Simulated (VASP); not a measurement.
Input of a VASP 6.6.1 run:

File POSCAR:

```
ZnS
1.0
    3.9090570851      0.0432949394      0.1162164708
   -1.9170340252      3.2809719850      0.0357660930
    0.3806287288      0.3550177708     12.6804354885
Zn S
4 4
Direct
   -0.0379476456     -0.0105476078     -0.0033471404
   -0.0314654207      0.0241791239      0.4990745401
    0.3464043552      0.6599689940      0.2490961904
    0.6171302686      0.3023353928      0.7495038003
    0.0297471705      0.0305113113      0.1995465909
    0.0204211713     -0.0250171762      0.6748898597
    0.3632229963      0.6635466294      0.4406630298
    0.6924871044      0.3550233326      0.9405731292
```

The input INCAR.step1:

```
SYSTEM = ZnS
PREC = Accurate
ENCUT = 520
ISMEAR = 0
SIGMA = 0.05
LREAL = .FALSE.
LASPH = .TRUE.
NELM = 80
NBANDS = 46
GGA = PE
ALGO = Normal
EDIFF = 1E-4
LWAVE = .TRUE.
LCHARG = .FALSE.
```

File INCAR.step2:

```
SYSTEM = ZnS
PREC = Accurate
ENCUT = 520
EDIFF = 1E-6
ISMEAR = 0
SIGMA = 0.05
LREAL = .FALSE.
LASPH = .TRUE.
NELM = 80
ALGO = Normal
ISIF = 2
LWAVE = .FALSE.
LCHARG = .TRUE.
METAGGA = R2SCAN
LMIXTAU = .TRUE.
LELF = .TRUE.
LVHAR = .TRUE.
NBANDS = 46
ISTART = 1
```

KPOINTS

```
regular mesh
0
G
  6 6 2
  0 0 0
```

Potentials or basis: VASP PAW PBE potentials, release 64 (Zn, S).

Run with:

```bash
$ cat potpaw_PBE.64/Zn/POTCAR potpaw_PBE.64/S/POTCAR > POTCAR
$ cp INCAR.step1 INCAR
$ mpirun -np 1 vasp_std > vasp.out
$ cp INCAR.step2 INCAR
$ mpirun -np 1 vasp_std > vasp.out
```

Task: Predict the band gap on the k mesh.

Result: 1.95 eV, direct.

Task: Estimate the largest force.

Result: 1.729 eV/Å.

Task: Predict the pressure.

Result: -1.7 GPa.

Forces in eV/Å, atoms in the order of the input:
```
Zn   0.820  0.500  0.957
Zn   0.728 -0.570 -0.324
Zn  -0.019  0.893  0.728
Zn   0.740  0.228 -0.322
S   -0.015 -1.012 -1.344
S   -0.702 -0.101  1.576
S   -0.754  0.605 -0.640
S   -0.797 -0.544 -0.632
```

Caveat: the cell differs from its parent crystal (atoms moved at random and the cell strained at random); the PAW data sets were made with another functional, which shifts forces and pressure a little.
